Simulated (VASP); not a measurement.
# K3ErC2 (P6/mmm) in VASP: a series of runs

Runs on K3ErC2. Level: PBE. Tasks: single point.

Program: VASP 6.6.1. These are calculated values, not measurements. Logs are shortened: lines on timing, memory, paths and dates and some standing lists are left out, and cuts for length are marked.

### 1 The cell of the first run

Symmetry: P6/mmm, No. 191, hexagonal system. Conventional cell: a = 4.818 Å, b = 4.818 Å, c = 5.555 Å, α = 90.00°, β = 90.00°, γ = 120.00°. K (site symmetry mmm) has 4 K at 2.41 Å and 4 C at 2.47 Å within 3.2 Å. Er (site symmetry 6/mmm) has 2 C at 2.25 Å within 3.0 Å. C (site symmetry 6mm) has 1 C at 1.05 Å within 1.4 Å.

The cell was generated, and may not be a known phase.

### 2 Single point, PBE

The input, INCAR:

```
PREC     = Accurate       # precision mode
ENCUT    = 600            # plane-wave cutoff, eV
EDIFF    = 1E-6           # SCF threshold, eV
ISMEAR   = 0              # smearing method
SIGMA    = 0.1            # smearing width, eV
LREAL    = False          # projectors in reciprocal space
LASPH    = True           # aspherical terms in the spheres
NELM     = 200            # most SCF steps
ALGO     = Normal         # electronic algorithm
ISIF     = 2              # what is computed and relaxed
LWAVE    = False          # write WAVECAR
LCHARG   = True           # write CHGCAR
GGA      = PE             # functional
LELF     = True           # ELF
LVHAR    = True         
NBANDS   = 31             # bands
GGA_COMPAT= False        
LMAXMIX  = 6              # l up to which the mixer works
```

The input, KPOINTS:

```
regular mesh
0
Gamma
  6 6 4
```

The input, POSCAR:

```
K3ErC2
1.0
    4.8179703100      0.0000000000      0.0000000000
   -2.4089851600      4.1724846900      0.0000000000
    0.0000000000      0.0000000000      5.5553532100
K Er C
3 1 2
Direct
    0.5000000000      0.0000000000      0.5000000000
    0.0000000000      0.5000000000      0.5000000000
    0.5000000000      0.5000000000      0.5000000000
    0.0000000000      0.0000000000      0.0000000000
    0.0000000000      0.0000000000      0.4051517800
    0.0000000000      0.0000000000      0.5948482200
```

Potentials or basis: VASP PAW PBE potentials, release 64 (K_sv, Er_3, C), 4f in core.

Command:

```
$ cat potpaw_PBE.64/K_sv/POTCAR potpaw_PBE.64/Er_3/POTCAR potpaw_PBE.64/C/POTCAR > POTCAR
$ mpirun -np 1 vasp_std > vasp.out
```

OUTCAR:

```text
PREC = Accurate
   ENCUT = 600
   EDIFF = 1E-6
   ISMEAR = 0
   LREAL = False
   LASPH = True
   NELM = 200
   ISIF = 2
   GGA = PE

 ion  position               nearest neighbor table
   1  0.500  0.000  0.500-   2 2.41   2 2.41   3 2.41   3 2.41   5 2.47   5 2.47   6 2.47   6 2.47
                             4 3.68   4 3.68   4 3.68   4 3.68
   2  0.000  0.500  0.500-   3 2.41   3 2.41   1 2.41   1 2.41   5 2.47   6 2.47   5 2.47   6 2.47
                             4 3.68   4 3.68   4 3.68   4 3.68
   3  0.500  0.500  0.500-   2 2.41   2 2.41   1 2.41   1 2.41   5 2.47   6 2.47   5 2.47   6 2.47
                             4 3.68   4 3.68   4 3.68   4 3.68
   4  0.000  0.000  0.000-   5 2.25   6 2.25   1 3.68   1 3.68   1 3.68   1 3.68   3 3.68   3 3.68
                             3 3.68   3 3.68   2 3.68   2 3.68   2 3.68   2 3.68
   5  0.000  0.000  0.405-   6 1.05   4 2.25   1 2.47   1 2.47   3 2.47   3 2.47   2 2.47   2 2.47

   6  0.000  0.000  0.595-   5 1.05   4 2.25   1 2.47   1 2.47   3 2.47   3 2.47   2 2.47   2 2.47

  LATTYP: Found a hexagonal cell.
 ALAT       =     4.8179703100
 C/A-ratio  =     1.1530484525

  Lattice vectors:

 A1 = (   4.8179703100,   0.0000000000,   0.0000000000)
 A2 = (  -2.4089851600,   4.1724846900,   0.0000000000)
 A3 = (   0.0000000000,   0.0000000000,   5.5553532100)

Analysis of symmetry for initial positions (statically):
=====================================================================
 Subroutine PRICEL returns:
 Original cell was already a primitive cell.

 Routine SETGRP: Setting up the symmetry group for a
 hexagonal supercell.

 Subroutine GETGRP returns: Found 24 space group operations
 (whereof 24 operations were pure point group operations)
 out of a pool of 24 trial point group operations.

The static configuration has the point symmetry D_6h.

Analysis of symmetry for dynamics (positions and initial velocities):
=====================================================================
 Subroutine PRICEL returns:
 Original cell was already a primitive cell.

 Routine SETGRP: Setting up the symmetry group for a
 hexagonal supercell.

 Subroutine GETGRP returns: Found 24 space group operations
 (whereof 24 operations were pure point group operations)
 out of a pool of 24 trial point group operations.

The dynamic configuration has the point symmetry D_6h.

 Subroutine INISYM returns: Found 24 space group operations
 (whereof 24 operations are pure point group operations),
 and found     1 'primitive' translations

----------------------------------------------------------------------------------------

                                     Primitive cell

  volume of cell :     111.6788

  direct lattice vectors                    reciprocal lattice vectors
     4.817970310  0.000000000  0.000000000     0.207556281  0.119832675  0.000000000
    -2.408985160  4.172484690  0.000000000     0.000000000  0.239665349  0.000000000
     0.000000000  0.000000000  5.555353210     0.000000000  0.000000000  0.180006556

  length of vectors
     4.817970310  4.817970318  5.555353210     0.239665350  0.239665349  0.180006556

  position of ions in fractional coordinates (direct lattice)
     0.500000000  0.000000000  0.500000000
     0.000000000  0.500000000  0.500000000
     0.500000000  0.500000000  0.500000000
     0.000000000  0.000000000  0.000000000
     0.000000000  0.000000000  0.405151780
     0.000000000  0.000000000  0.594848220

  ion indices of the primitive-cell ions
   primitive index   ion index
                 1           1
                 2           2
                 3           3
                 4           4
                 5           5
                 6           6

----------------------------------------------------------------------------------------

 KPOINTS: regular mesh

Automatic generation of k-mesh.
 Grid dimensions read from file:
 generate k-points for:    6    6    4

 Generating k-lattice:

  Cartesian coordinates                     Fractional coordinates (reciprocal lattice)
     0.034592714  0.019972112  0.000000000     0.166666667  0.000000000  0.000000000
     0.000000000  0.039944225  0.000000000     0.000000000  0.166666667  0.000000000
     0.000000000  0.000000000  0.045001639     0.000000000  0.000000000  0.250000000

  Length of vectors
     0.039944225  0.039944225  0.045001639

  Shift w.r.t. Gamma in fractional coordinates (k-lattice)
     0.000000000  0.000000000  0.000000000

 Subroutine IBZKPT returns following result:
 ===========================================

 Found     21 irreducible k-points:

 Following reciprocal coordinates:
            Coordinates               Weight
  0.000000  0.000000  0.000000      1.000000
  0.166667  0.000000  0.000000      6.000000
  0.333333 -0.000000  0.000000      6.000000
  0.500000  0.000000  0.000000      3.000000
  0.166667  0.166667  0.000000      6.000000
  0.333333  0.166667  0.000000     12.000000
[... 13 lines left out ...]
  0.333333  0.166667  0.500000     12.000000
  0.333333  0.333333  0.500000      2.000000
   k-points           NKPTS =     21   k-points in BZ     NKDIM =     21   number of bands    NBANDS=     31
   number of dos      NEDOS =    301   number of ions     NIONS =      6
   total plane-waves  NPLWV =  76800
   dimension x,y,z NGX =    40 NGY =   40 NGZ =   48
   dimension x,y,z NGXF=    80 NGYF=   80 NGZF=   96
   ions per type =               3   1   2
   NGX,Y,Z   is equivalent  to a cutoff of  13.80, 13.80, 14.36 a.u.
   NGXF,Y,Z  is equivalent  to a cutoff of  27.60, 27.60, 28.73 a.u.
 SYSTEM =  unknown system
   PREC   = accura    normal or accurate (medium, high low for compatibility)
   ISTART =      0    job   : 0-new  1-cont  2-samecut
   ICHARG =      2    charge: 1-file 2-atom 10-const
   ISPIN  =      1    spin polarized calculation?
   LNONCOLLINEAR =      F non collinear calculations
   LSORBIT =      F    spin-orbit coupling
   LASPH  =      T    aspherical Exc in radial PAW
   ENCUT  =  600.0 eV  44.10 Ry    6.64 a.u.   9.62  9.62 11.10*2*pi/ulx,y,z
   NELM   =    200;   NELMIN=  2; NELMDL= -5     # of ELM steps
   EDIFF  = 0.1E-05   stopping-criterion for ELM
   LREAL  =      F    real-space projection
   EDIFFG = 0.1E-04   stopping-criterion for IOM
   NSW    =      0    number of steps for IOM
   IBRION =     -1    ionic relax: 0-MD 1-quasi-New 2-CG
   NFREE  =      0    steps in history (QN), initial steepest desc. (CG)
   ISIF   =      2    stress and relaxation
   ISYM   =      2    0-nonsym 1-usesym 2-fastsym
   POTIM  = 0.5000    time-step for ionic-motion
   TEBEG  =    0.0;   TEEND  =   0.0 temperature during run
   PSTRESS=    0.0 pullay stress
   NELECT =      44.0000    total number of electrons
   NUPDOWN=      -1.0000    fix difference up-down
   EMIN   =  10.00;   EMAX   =-10.00  energy-range for DOS
   EFERMI =   0.00;   METHOD = LEGACY
   ISMEAR =     0;   SIGMA  =   0.10  broadening in eV -4-tet -1-fermi 0-gaus
   EFERMI_NEDOS =   21; number of points for ismear=-14 and -15
   IALGO  =     38    algorithm
   IMIX   =      4    mixing-type and parameters
     AMIX     =   0.40;   BMIX     =  1.00
     AMIX_MAG =   1.60;   BMIX_MAG =  1.00
  volume/ion in A,a.u.               =      18.61       125.61
  Fermi-wavevector in a.u.,A,eV,Ry     =   1.200150  2.267955 19.597289  1.440360
  Thomas-Fermi vector in A             =   2.335994
   LORBIT       =      0    0 simple, 1 ext, 2 COOP (PROOUT), +10 PAW based schemes
   GGA     = PE    functional components
   LHFCALC =     F    Hartree Fock is set to
   AEXX    =    0.0000 exact exchange contribution
   IVDW    =     0    specifies the selected vdW correction
   LEPSILON=     F    determine dielectric tensor
   LRPA    =     F    only Hartree local field effects (RPA)
 non-spin polarized calculation
 Gauss-broadening in eV      SIGMA  =   0.10
  energy-cutoff  :      600.00
  volume of cell :      111.68
 maximum number of plane-waves:      3779
 NGX is ok and might be reduce to    40
   NGX = 19   NGY = 19   NGZ = 23

 number of electron      44.0000004 magnetization

 Free energy of the ion-electron system (eV)
  ---------------------------------------------------
  ext. energy  EPLUGINS =         0.00000000
  ---------------------------------------------------
  free energy    TOTEN  =       -11.79858380 eV

  energy without entropy =      -11.76759756  energy(sigma->0) =      -11.78309068

 E-fermi :   3.8474     XC(G=0):  -9.6915

 val. band max:        3.8441411833   @ k =   0.1667   0.1667   0.2500
 cond. band min:       3.8621498223   @ k =   0.5000   0.0000   0.5000
 fundamental gap:      0.0180086390
 Fermi energy:         3.8473969154

 k-point     1 :       0.0000    0.0000    0.0000
  band No.  band energies     occupation
      1     -30.3354      2.00000
      2     -28.2191      2.00000
      3     -28.2191      2.00000
      4     -21.0092      2.00000
      5     -21.0092      2.00000
      6     -20.8495      2.00000
[... 23 lines left out ...]
     30       8.2432      0.00000
     31       9.0245      0.00000

 k-point     2 :       0.1667    0.0000    0.0000
  band No.  band energies     occupation
      1     -30.2348      2.00000
      2     -28.3837      2.00000
      3     -28.2270      2.00000
      4     -21.0120      2.00000
      5     -21.0098      2.00000
      6     -20.8484      2.00000
[... 23 lines left out ...]
     30       8.2815      0.00000
     31       8.6231      0.00000

 k-point     3 :       0.3333   -0.0000    0.0000
  band No.  band energies     occupation
      1     -29.9632      2.00000
      2     -28.7784      2.00000
      3     -28.2428      2.00000
      4     -21.0175      2.00000
      5     -21.0110      2.00000
      6     -20.8461      2.00000
[... 23 lines left out ...]
     30       8.4416      0.00000
     31       8.6700      0.00000

 k-point     4 :       0.5000    0.0000    0.0000
  band No.  band energies     occupation
      1     -29.7282      2.00000
      2     -29.0727      2.00000
      3     -28.2507      2.00000
      4     -21.0203      2.00000
      5     -21.0116      2.00000
      6     -20.8450      2.00000
[... 23 lines left out ...]
     30       8.5938      0.00000
     31       9.2072      0.00000

 k-point     5 :       0.1667    0.1667    0.0000
  band No.  band energies     occupation
      1     -30.0454      2.00000
      2     -28.6626      2.00000
      3     -28.2426      2.00000
      4     -21.0156      2.00000
      5     -21.0113      2.00000
      6     -20.8467      2.00000
[... 23 lines left out ...]
     30       8.5110      0.00000
     31       8.9144      0.00000
[... 440 lines left out ...]
     30       7.4630      0.00000
     31       8.5934      0.00000

 k-point    19 :       0.1667    0.1667    0.5000
  band No.  band energies     occupation
      1     -30.0456      2.00000
      2     -28.6625      2.00000
      3     -28.2426      2.00000
      4     -21.0162      2.00000
      5     -21.0108      2.00000
      6     -20.8584      2.00000
[... 23 lines left out ...]
     30       7.2621      0.00000
     31       7.9543      0.00000

 k-point    20 :       0.3333    0.1667    0.5000
  band No.  band energies     occupation
      1     -29.7335      2.00000
      2     -29.0588      2.00000
      3     -28.2601      2.00000
      4     -21.0205      2.00000
      5     -21.0134      2.00000
      6     -20.8613      2.00000
[... 23 lines left out ...]
     30       8.3729      0.00000
     31       8.6322      0.00000

 k-point    21 :       0.3333    0.3333    0.5000
  band No.  band energies     occupation
      1     -29.4064      2.00000
      2     -29.4064      2.00000
      3     -28.2738      2.00000
      4     -21.0181      2.00000
      5     -21.0181      2.00000
      6     -20.8619      2.00000
[... 23 lines left out ...]
     30       8.3644      0.00000
     31       9.1358      0.00000

------------------------ aborting loop because EDIFF is reached ----------------------------------------

  FORCE on cell =-STRESS in cart. coord.  units (eV):
  Direction    XX          YY          ZZ          XY          YZ          ZX
  --------------------------------------------------------------------------------------
  -------------------------------------------------------------------------------------
  Total       33.3602302     33.3602303     43.6466440     -0.0000000     -0.0000000      0.0000000
  in kB      478.5960091    478.5960107    626.1680316     -0.0000006     -0.0000000      0.0000000
  external PRESSURE =     527.7866838 kB  Pullay stress =       0.0000000 kB

 VOLUME and BASIS-vectors are now :
 -----------------------------------------------------------------------------
  energy-cutoff  :      600.00
  volume of cell :      111.68
      direct lattice vectors                 reciprocal lattice vectors
     4.817970310  0.000000000  0.000000000     0.207556281  0.119832675  0.000000000
    -2.408985160  4.172484690  0.000000000     0.000000000  0.239665349  0.000000000
     0.000000000  0.000000000  5.555353210     0.000000000  0.000000000  0.180006556

 POSITION                                       TOTAL-FORCE (eV/Angst)
 -----------------------------------------------------------------------------------
      2.40899      0.00000      2.77768        -0.000000      0.000000      0.000000
     -1.20449      2.08624      2.77768        -0.000000      0.000000      0.000000
      1.20449      2.08624      2.77768        -0.000000      0.000000      0.000000
      0.00000      0.00000      0.00000        -0.000000      0.000000      0.000000
      0.00000      0.00000      2.25076         0.000000     -0.000000    -30.726101
      0.00000      0.00000      3.30459        -0.000000      0.000000     30.726101
 -----------------------------------------------------------------------------------
    total drift:                               -0.000000      0.000000     -0.000000

  FREE ENERGIE OF THE ION-ELECTRON SYSTEM (eV)
  ---------------------------------------------------
  free  energy   TOTEN  =       -11.7985837959 eV

  energy  without entropy=      -11.7675975552  energy(sigma->0) =      -11.78309068
```

Run time: 72 s. Hardware: 1 thread of Intel Xeon 6975P-C (Granite Rapids), shared host; peak memory 0.29 GiB.

Results:

* Free energy: -11.7986 eV
* Pressure: 52.8 GPa
* Largest force: 30.726 eV/Å
* Band gap on the k mesh: zero (bands 22 and 23 overlap by 1.07 eV)

Forces on the atoms (eV/Å):
```
K     0.000   0.000   0.000
K     0.000   0.000   0.000
K     0.000   0.000   0.000
Er    0.000   0.000   0.000
C     0.000   0.000 -30.726
C     0.000   0.000  30.726
```

Levels at points of the mesh, in eV from the Fermi level:
```csv
k point,band 18,band 19,band 20,band 21,band 22,band 23,band 24,band 25,band 26,band 27
"(0.00, 0.00, 0.00)",-4.91,-4.18,-4.18,-2.33,-0.91,-0.91,0.38,1.08,1.27,1.27
"(0.50, 0.00, 0.00)",-5.43,-5.12,-4.79,-0.65,-0.59,-0.26,0.12,1.75,2.65,2.80
"(0.00, 0.00, 0.50)",-4.36,-4.36,-3.36,-1.78,0.13,0.21,0.21,0.87,1.78,1.78
"(0.50, 0.00, 0.50)",-6.52,-4.95,-2.88,-0.44,0.01,0.58,1.14,1.63,2.53,2.80
```

Caveat: atoms lie so close that the PAW spheres overlap strongly, which falsifies energies and pressures; the stress differs along the axes, from 48 to 63 GPa; spin-orbit coupling is left out, which moves the levels of the heavy elements; the 4f electrons are frozen in the core, so they carry no moment and show no levels; forces of over 1 eV/Å act on the atoms, so gaps and moduli don't describe the material at rest. Spin polarisation is off, so any magnetic state and its effect on volume and gap are missing.

### 3 Single point, PBE

This run uses another cell than the first one, of 45.16 Å³/atom.

The input, INCAR:

```
PREC = Accurate ; ENCUT = 600
EDIFF = 1E-6 ; ISMEAR = 0
SIGMA = 0.1 ; LREAL = F
LASPH = T ; NELM = 200
ALGO = Normal ; ISIF = 2
LWAVE = F ; LCHARG = F
GGA = PE ; NBANDS = 31
GGA_COMPAT = F ; LMAXMIX = 6
```

KPOINTS is that of step 2.

The input, POSCAR:

```
K3ErC2
1.0
    7.2942917990      0.0000000044      0.0000000000
   -3.6471459033      6.3170419983      0.0000000000
    0.0000000000      0.0000000000      5.8806345674
K Er C
3 1 2
Direct
    0.5000000000      0.0000000000      0.5000000000
    0.0000000000      0.5000000000      0.5000000000
    0.5000000000      0.5000000000      0.5000000000
    0.0000000000      0.0000000000      0.0000000000
    0.0000000000      0.0000000000      0.3919125096
    0.0000000000      0.0000000000      0.6080874904
```

Potentials or basis: VASP PAW PBE potentials, release 64 (K_sv, Er_3, C), 4f in core.

Command:

```
$ cat potpaw_PBE.64/K_sv/POTCAR potpaw_PBE.64/Er_3/POTCAR potpaw_PBE.64/C/POTCAR > POTCAR
$ mpirun -np 1 vasp_std > vasp.out
```

It took 2.4 min on 1 thread of Intel Xeon 6975P-C (Granite Rapids), shared host; peak memory 0.52 GiB.

The run converged. Its results:

- Free energy: -22.5482 eV
- Pressure: 0.1 GPa
- Largest force: 0.007 eV/Å
- Band gap on the k mesh: zero (bands 22 and 23 overlap by 0.66 eV)

Forces on the atoms (eV/Å):
```
K    0.000  0.000  0.000
K    0.000  0.000  0.000
K    0.000  0.000  0.000
Er   0.000  0.000  0.000
C    0.000  0.000 -0.007
C    0.000  0.000  0.007
```

Stress tensor (GPa, compression positive):
```
0.07 0.00 0.00
0.00 0.07 0.00
0.00 0.00 0.29
```

Levels at points of the mesh, in eV from the Fermi level:
```csv
k point,band 20,band 21,band 22,band 23,band 24,band 25
"(0.00, 0.00, 0.00)",-3.66,-1.92,0.00,0.00,0.48,0.48
"(0.50, 0.00, 0.00)",-3.72,-0.97,-0.72,0.04,0.04,0.37
"(0.00, 0.00, 0.50)",-2.84,-1.23,-0.50,0.79,0.79,0.94
"(0.50, 0.00, 0.50)",-2.75,-0.70,-0.23,0.32,0.54,0.71
```

Caveat: spin-orbit coupling is left out, which moves the levels of the heavy elements; the 4f electrons are frozen in the core, so they carry no moment and show no levels. Spin polarisation is off, so any magnetic state and its effect on volume and gap are missing.
